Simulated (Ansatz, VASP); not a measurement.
**One calculation of La3YO2, two programs**

```
La Y O
1.0
     5.30051    0.00000    0.00000
     0.00000    5.30051    0.00000
     0.00000    0.00000    4.86707
La Y O
3 1 2
Direct
  0.50000 0.50000 0.00000
  0.00000 0.50000 0.50000
  0.50000 0.00000 0.50000
  0.00000 0.00000 0.00000
  0.50000 0.50000 0.50000
  0.00000 0.00000 0.50000
```

Alike in both runs: functional PBE; k mesh 6 × 6 × 6; occupations gaussian, width 0.1 eV; no spin polarisation.

Ansatz relaxed the structure, and its values are those at the end. VASP's run is a single point on that final structure, the one shown.

```csv
,VASP,Ansatz
version,VASP 6.6.1,Ansatz 0.2.0
potentials or method,"VASP PAW PBE potentials, release 64 (La, Y_sv, O), cutoff 520 eV","scalar-relativistic, plane waves, PAW"
valence electrons in the cell,56,56
```

VASP gave:

```
gap on the k mesh at the Fermi level (eV) : none
pressure (GPa)                            : -0.1
```

Problem. Estimate Ansatz's values.

Solution. gap on the k mesh at the Fermi level (eV): none; pressure (GPa): 0.0.

A gap of «none» marks a metal or a gap that the smearing closes. The functional is the same, so the differences come from potentials, cutoffs and numerics.

Spin-orbit coupling is off throughout.
